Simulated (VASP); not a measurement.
**NiGe: single point with PBEsol**

The system is NiGe.

```xyz
8
Lattice="5.3117 0.0000 0.0000 0.0000 3.4397 0.0000 0.0000 0.0000 5.7389" Properties=species:S:1:pos:R:3 pbc="T T T"
Ni    5.2745    2.5797    1.0841
Ni    0.0372    0.8599    4.6548
Ni    2.6930    0.8599    3.9536
Ni    2.6186    2.5797    1.7853
Ge    4.3109    2.5797    3.3767
Ge    1.0007    0.8599    2.3623
Ge    3.6566    0.8599    0.5072
Ge    1.6551    2.5797    5.2317
```

- Program: VASP 6.6.1
- Task: single point
- Functional: PBEsol
- Potentials or basis: VASP PAW PBE potentials, release 64 (Ni, Ge_d)
- Cutoff: 520 eV
- k mesh: 8 × 10 × 6
- Occupations: gaussian, width 0.1 eV
- Spin: no spin polarisation
- Dipole correction: no
- Further INCAR settings: ALGO = Normal; EDIFF = 1e-07; NBANDS = 58

```yaml
Pressure: 0.2 GPa
Largest_force: 0.006 eV/Å
Band_gap_on_the_k_mesh: zero (bands 48 and 49 overlap by 1.62 eV)
```

Forces on the atoms (eV/Å):
```
Ni  -0.006  0.000  0.000
Ni   0.006  0.000  0.000
Ni   0.006  0.000  0.000
Ni  -0.006  0.000  0.000
Ge  -0.002  0.000  0.003
Ge   0.002  0.000 -0.003
Ge   0.002  0.000  0.003
Ge  -0.002  0.000 -0.003
```

Stress tensor (GPa, compression positive):
```
0.24 0.00 0.00
0.00 0.14 0.00
0.00 0.00 0.20
```

Levels at points of the mesh, in eV from the Fermi level:
```csv
k point,band 44,band 45,band 46,band 47,band 48,band 49,band 50,band 51,band 52,band 53
"(0.00, 0.00, 0.00)",-1.77,-1.68,-1.09,-0.97,-0.88,0.70,0.80,3.99,4.08,4.42
"(0.50, 0.00, 0.00)",-1.73,-1.63,-1.63,0.78,0.78,1.46,1.46,3.19,3.19,4.57
"(0.00, 0.50, 0.00)",-1.79,-1.66,-1.66,-1.27,-1.27,-0.54,-0.54,2.04,2.04,2.23
"(0.50, 0.50, 0.00)",-1.81,-1.44,-1.44,-1.44,-1.44,0.33,0.33,0.33,0.33,4.23
"(0.00, 0.00, 0.50)",-1.83,-1.28,-1.28,-0.20,-0.20,1.09,1.09,2.70,2.70,4.43
"(0.50, 0.00, 0.50)",-1.82,-0.96,-0.96,0.71,0.71,2.58,2.58,2.62,2.62,2.65
"(0.00, 0.50, 0.50)",-1.74,-1.70,-1.70,-1.55,-1.55,0.40,0.40,0.72,0.72,2.24
"(0.50, 0.50, 0.50)",-1.88,-1.62,-1.62,-1.62,-1.62,2.55,2.55,2.55,2.55,3.33
```

It took 8.6 min on 1 thread of AMD EPYC 9R45 96-Core Processor (Zen 5), on a shared host, peak memory 0.57 GiB.

Caveat: the PAW data sets were made with another functional, which shifts forces and pressure a little. Spin polarisation is off, so any magnetic state and its effect on volume and gap are missing.
